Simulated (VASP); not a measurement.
# Ca (I4/mmm) in VASP: further runs

Runs on Ca. Level: PBE. Tasks: single point.

Everything below comes from runs of VASP 6.6.1. Logs are shortened: lines on timing, memory, paths and dates and some standing lists are left out, and cuts for length are marked.

## Step 1: The cell of the first run

It takes space group I4/mmm (No. 139, tetragonal). The conventional cell has a = 4.562 Å, b = 4.562 Å, c = 4.193 Å, α = 90.00°, β = 90.00°, γ = 90.00°. Within 5.1 Å of Ca (site symmetry 4/mmm) lie 14 Ca at 3.85 to 4.56 Å.

## Step 2: Single point, PBE

Input file INCAR:

```
  PREC = Accurate
  ENCUT = 520
  EDIFF = 1E-6
  ISMEAR = 0
  SIGMA = 0.15
  LREAL = F
  LASPH = T
  NELM = 60
  ALGO = Fast
  ISIF = 2
  LWAVE = F
  LCHARG = T
  GGA = PE
  LELF = T
  LVHAR = T
  NBANDS = 11
```

Input file KPOINTS:

```
regular mesh
0
Gamma
  16 16 16
```

Input file POSCAR:

```
Ca
1.0
    0.0000000000      3.2256682742      2.0966843783
    3.2256682742      0.0000000000      2.0966843783
    3.2256682742      3.2256682742      0.0000000000
Ca
1
Direct
    0.0000000000      0.0000000000      0.0000000000
```

Potentials or basis: VASP PAW PBE potentials, release 64 (Ca_sv).

Command:

```
$ cat potpaw_PBE.64/Ca_sv/POTCAR > POTCAR
$ mpirun -np 1 vasp_std > vasp.out
```

OUTCAR:

```text
PREC = Accurate
   ENCUT = 520
   EDIFF = 1E-6
   ISMEAR = 0
   LREAL = F
   LASPH = T
   NELM = 60
   ISIF = 2
   GGA = PE

 ion  position               nearest neighbor table
   1  0.000  0.000  0.000-

  LATTYP: Found a body centered tetragonal cell.
 ALAT       =     4.5617838211
 C/A-ratio  =     0.9192388156

  Lattice vectors:

 A1 = (   0.0000000000,  -3.2256682742,  -2.0966843783)
 A2 = (   0.0000000000,   3.2256682742,  -2.0966843783)
 A3 = (   3.2256682742,   0.0000000000,   2.0966843783)

Analysis of symmetry for initial positions (statically):
=====================================================================
 Subroutine PRICEL returns:
 Original cell was already a primitive cell.

 Routine SETGRP: Setting up the symmetry group for a
 body centered tetragonal supercell.

 Subroutine GETGRP returns: Found 16 space group operations
 (whereof 16 operations were pure point group operations)
 out of a pool of 16 trial point group operations.

The static configuration has the point symmetry D_4h.

Analysis of symmetry for dynamics (positions and initial velocities):
=====================================================================
 Subroutine PRICEL returns:
 Original cell was already a primitive cell.

 Routine SETGRP: Setting up the symmetry group for a
 body centered tetragonal supercell.

 Subroutine GETGRP returns: Found 16 space group operations
 (whereof 16 operations were pure point group operations)
 out of a pool of 16 trial point group operations.

The dynamic configuration has the point symmetry D_4h.

 Subroutine INISYM returns: Found 16 space group operations
 (whereof 16 operations are pure point group operations),
 and found     1 'primitive' translations

----------------------------------------------------------------------------------------

                                     Primitive cell

  volume of cell :      43.6317

  direct lattice vectors                    reciprocal lattice vectors
     0.000000000  3.225668274  2.096684378    -0.155006640  0.155006640  0.238471753
     3.225668274  0.000000000  2.096684378     0.155006640 -0.155006640  0.238471753
     3.225668274  3.225668274  0.000000000     0.155006640  0.155006640 -0.238471753

  length of vectors
     3.847209534  3.847209534  4.561783821     0.323918036  0.323918036  0.323918036

  position of ions in fractional coordinates (direct lattice)
     0.000000000  0.000000000  0.000000000

  ion indices of the primitive-cell ions
   primitive index   ion index
                 1           1

----------------------------------------------------------------------------------------

 KPOINTS: regular mesh

Automatic generation of k-mesh.
 Grid dimensions read from file:
 generate k-points for:   16   16   16

 Generating k-lattice:

  Cartesian coordinates                     Fractional coordinates (reciprocal lattice)
    -0.009687915  0.009687915  0.014904485     0.062500000  0.000000000  0.000000000
     0.009687915 -0.009687915  0.014904485     0.000000000  0.062500000  0.000000000
     0.009687915  0.009687915 -0.014904485     0.000000000  0.000000000  0.062500000

  Length of vectors
     0.020244877  0.020244877  0.020244877

  Shift w.r.t. Gamma in fractional coordinates (k-lattice)
     0.000000000  0.000000000  0.000000000

 Subroutine IBZKPT returns following result:
 ===========================================

 Found    349 irreducible k-points:

 Following reciprocal coordinates:
            Coordinates               Weight
  0.000000  0.000000  0.000000      1.000000
  0.062500  0.000000  0.000000      8.000000
  0.125000  0.000000  0.000000      8.000000
  0.187500 -0.000000  0.000000      8.000000
  0.250000  0.000000  0.000000      8.000000
  0.312500  0.000000  0.000000      8.000000
[... 16 lines left out ...]
 -0.125000  0.062500  0.000000      8.000000
 -0.062500  0.062500  0.000000      4.000000
 [... further k-points ...]
   k-points           NKPTS =    349   k-points in BZ     NKDIM =    349   number of bands    NBANDS=     11
   number of dos      NEDOS =    301   number of ions     NIONS =      1
   total plane-waves  NPLWV =  32400
   dimension x,y,z NGX =    30 NGY =   30 NGZ =   36
   dimension x,y,z NGXF=    60 NGYF=   60 NGZF=   72
   ions per type =               1
   NGX,Y,Z   is equivalent  to a cutoff of  12.96, 12.96, 13.12 a.u.
   NGXF,Y,Z  is equivalent  to a cutoff of  25.93, 25.93, 26.24 a.u.
 SYSTEM =  unknown system
   PREC   = accura    normal or accurate (medium, high low for compatibility)
   ISTART =      0    job   : 0-new  1-cont  2-samecut
   ICHARG =      2    charge: 1-file 2-atom 10-const
   ISPIN  =      1    spin polarized calculation?
   LNONCOLLINEAR =      F non collinear calculations
   LSORBIT =      F    spin-orbit coupling
   LASPH  =      T    aspherical Exc in radial PAW
   ENCUT  =  520.0 eV  38.22 Ry    6.18 a.u.   7.15  7.15  8.48*2*pi/ulx,y,z
   NELM   =     60;   NELMIN=  2; NELMDL= -5     # of ELM steps
   EDIFF  = 0.1E-05   stopping-criterion for ELM
   LREAL  =      F    real-space projection
   EDIFFG = 0.1E-04   stopping-criterion for IOM
   NSW    =      0    number of steps for IOM
   IBRION =     -1    ionic relax: 0-MD 1-quasi-New 2-CG
   NFREE  =      0    steps in history (QN), initial steepest desc. (CG)
   ISIF   =      2    stress and relaxation
   ISYM   =      2    0-nonsym 1-usesym 2-fastsym
   POTIM  = 0.5000    time-step for ionic-motion
   TEBEG  =    0.0;   TEEND  =   0.0 temperature during run
   PSTRESS=    0.0 pullay stress
   NELECT =      10.0000    total number of electrons
   NUPDOWN=      -1.0000    fix difference up-down
   EMIN   =  10.00;   EMAX   =-10.00  energy-range for DOS
   EFERMI =   0.00;   METHOD = LEGACY
   ISMEAR =     0;   SIGMA  =   0.15  broadening in eV -4-tet -1-fermi 0-gaus
   EFERMI_NEDOS =   21; number of points for ismear=-14 and -15
   IALGO  =     68    algorithm
   IMIX   =      4    mixing-type and parameters
     AMIX     =   0.40;   BMIX     =  1.00
     AMIX_MAG =   1.60;   BMIX_MAG =  1.00
  volume/ion in A,a.u.               =      43.63       294.44
  Fermi-wavevector in a.u.,A,eV,Ry     =   1.001861  1.893242 13.656506  1.003725
  Thomas-Fermi vector in A             =   2.134310
   LORBIT       =      0    0 simple, 1 ext, 2 COOP (PROOUT), +10 PAW based schemes
   GGA     = PE    functional components
   LHFCALC =     F    Hartree Fock is set to
   AEXX    =    0.0000 exact exchange contribution
   IVDW    =     0    specifies the selected vdW correction
   LEPSILON=     F    determine dielectric tensor
   LRPA    =     F    only Hartree local field effects (RPA)
 non-spin polarized calculation
 RMM-DIIS sequential band-by-band and
 Gauss-broadening in eV      SIGMA  =   0.15
  energy-cutoff  :      520.00
  volume of cell :       43.63
 maximum number of plane-waves:      1208
 NGX is ok and might be reduce to    30
   NGX = 15   NGY = 15   NGZ = 17

 number of electron      10.0000000 magnetization

 number of electron       9.9999999 magnetization

 Free energy of the ion-electron system (eV)
  ---------------------------------------------------
  ext. energy  EPLUGINS =         0.00000000
  ---------------------------------------------------
  free energy    TOTEN  =        -1.91936114 eV

  energy without entropy =       -1.90366338  energy(sigma->0) =       -1.91151226

 E-fermi :   1.8791     XC(G=0):  -7.6324

 val. band max:        1.8660546997   @ k =  -0.4375   0.5000   0.0625
 cond. band min:       1.8794030707   @ k =   0.5000   0.5000   0.0000
 fundamental gap:      0.0133483709
 Fermi energy:         1.8791427774

 k-point     1 :       0.0000    0.0000    0.0000
  band No.  band energies     occupation
      1     -40.2645      2.00000
      2     -21.1913      2.00000
      3     -21.1802      2.00000
      4     -21.1802      2.00000
      5      -2.1318      2.00000
      6       3.8837      0.00000
      7       4.2720      0.00000
      8       4.2720      0.00000
      9       4.8735      0.00000
     10       5.3540      0.00000
     11      11.5827      0.00000

 k-point     2 :       0.0625    0.0000    0.0000
  band No.  band energies     occupation
      1     -40.2640      2.00000
      2     -21.1944      2.00000
      3     -21.1820      2.00000
      4     -21.1819      2.00000
      5      -2.0606      2.00000
      6       3.8874      0.00000
      7       4.2406      0.00000
      8       4.2706      0.00000
      9       4.8735      0.00000
     10       5.3110      0.00000
     11      11.6496      0.00000

 k-point     3 :       0.1250    0.0000    0.0000
  band No.  band energies     occupation
      1     -40.2626      2.00000
      2     -21.2063      2.00000
      3     -21.1866      2.00000
      4     -21.1843      2.00000
      5      -1.8496      2.00000
      6       3.8391      0.00000
      7       4.1123      0.00000
      8       4.3370      0.00000
      9       4.8932      0.00000
     10       5.2247      0.00000
     11      11.5110      0.00000

 k-point     4 :       0.1875   -0.0000    0.0000
  band No.  band energies     occupation
      1     -40.2605      2.00000
      2     -21.2259      2.00000
      3     -21.1937      2.00000
      4     -21.1858      2.00000
      5      -1.5071      2.00000
      6       3.6945      0.00000
      7       3.8476      0.00000
      8       4.5415      0.00000
      9       4.9654      0.00000
     10       5.1628      0.00000
     11      10.7656      0.00000
[... 239 lines left out ...]
 k-point    22 :      -0.1875    0.0625    0.0000
  band No.  band energies     occupation
      1     -40.2602      2.00000
      2     -21.2227      2.00000
      3     -21.1958      2.00000
      4     -21.1896      2.00000
      5      -1.4741      2.00000
      6       3.6965      0.00000
      7       3.8905      0.00000
      8       4.5934      0.00000
      9       4.6908      0.00000
     10       5.3127      0.00000
     11      10.9275      0.00000

 k-point    23 :      -0.1250    0.0625    0.0000
  band No.  band energies     occupation
      1     -40.2623      2.00000
      2     -21.2035      2.00000
      3     -21.1891      2.00000
      4     -21.1886      2.00000
      5      -1.8039      2.00000
      6       3.8094      0.00000
      7       4.1627      0.00000
      8       4.4075      0.00000
      9       4.6589      0.00000
     10       5.3344      0.00000
     11      11.2537      0.00000

 k-point    24 :      -0.0625    0.0625    0.0000
  band No.  band energies     occupation
      1     -40.2636      2.00000
      2     -21.1940      2.00000
      3     -21.1859      2.00000
      4     -21.1837      2.00000
      5      -2.0020      2.00000
      6       3.8552      0.00000
      7       4.2511      0.00000
      8       4.3252      0.00000
      9       4.7538      0.00000
     10       5.3474      0.00000
     11      11.4194      0.00000

 [... further k-points ...]

------------------------ aborting loop because EDIFF is reached ----------------------------------------

  FORCE on cell =-STRESS in cart. coord.  units (eV):
  Direction    XX          YY          ZZ          XY          YZ          ZX
  --------------------------------------------------------------------------------------
  -------------------------------------------------------------------------------------
  Total       -0.1711510     -0.1711510     -0.1167455      0.0000000      0.0000000     -0.0000000
  in kB       -6.2847418     -6.2847418     -4.2869497      0.0000000      0.0000000     -0.0000000
  external PRESSURE =      -5.6188111 kB  Pullay stress =       0.0000000 kB

 VOLUME and BASIS-vectors are now :
 -----------------------------------------------------------------------------
  energy-cutoff  :      520.00
  volume of cell :       43.63
      direct lattice vectors                 reciprocal lattice vectors
     0.000000000  3.225668274  2.096684378    -0.155006640  0.155006640  0.238471753
     3.225668274  0.000000000  2.096684378     0.155006640 -0.155006640  0.238471753
     3.225668274  3.225668274  0.000000000     0.155006640  0.155006640 -0.238471753

 POSITION                                       TOTAL-FORCE (eV/Angst)
 -----------------------------------------------------------------------------------
      0.00000      0.00000      0.00000        -0.000000      0.000000      0.000000
 -----------------------------------------------------------------------------------
    total drift:                               -0.000000     -0.000000     -0.000000

  FREE ENERGIE OF THE ION-ELECTRON SYSTEM (eV)
  ---------------------------------------------------
  free  energy   TOTEN  =        -1.9193611411 eV

  energy  without entropy=       -1.9036633836  energy(sigma->0) =       -1.91151226
```

Run time: 2.2 min. Hardware: 1 thread of AMD EPYC 9R45 (Zen 5), shared host; peak memory 0.27 GiB.

What came out:

| Item | Value |
| --- | --- |
| Free energy | -1.9194 eV |
| Pressure | -0.6 GPa |
| Band gap on the k mesh | zero (band 5 reaches 2.19 eV, above the bottom of band 6 at 1.65 eV) |

Stress tensor (GPa, compression positive):
```
-0.63  0.00  0.00
 0.00 -0.63  0.00
 0.00  0.00 -0.43
```

Levels at points of the mesh, in eV from the Fermi level:
| k point | band 1 | band 2 | band 3 | band 4 | band 5 | band 6 | band 7 | band 8 | band 9 | band 10 |
| --- | --- | --- | --- | --- | --- | --- | --- | --- | --- | --- |
| (0.00, 0.00, 0.00) | -42.14 | -23.07 | -23.06 | -23.06 | -4.01 | 2.00 | 2.39 | 2.39 | 2.99 | 3.47 |
| (0.50, 0.00, 0.00) | -42.13 | -23.19 | -23.10 | -23.07 | -0.82 | 0.05 | 1.18 | 3.20 | 3.70 | 4.24 |
| (0.50, 0.50, 0.00) | -42.12 | -23.15 | -23.15 | -23.15 | 0.00 | 0.15 | 3.35 | 3.35 | 4.00 | 4.00 |
| (0.50, 0.00, 0.50) | -42.13 | -23.18 | -23.11 | -23.05 | -1.02 | -0.23 | 1.65 | 2.87 | 3.40 | 4.20 |

[end of part 1 of 3]
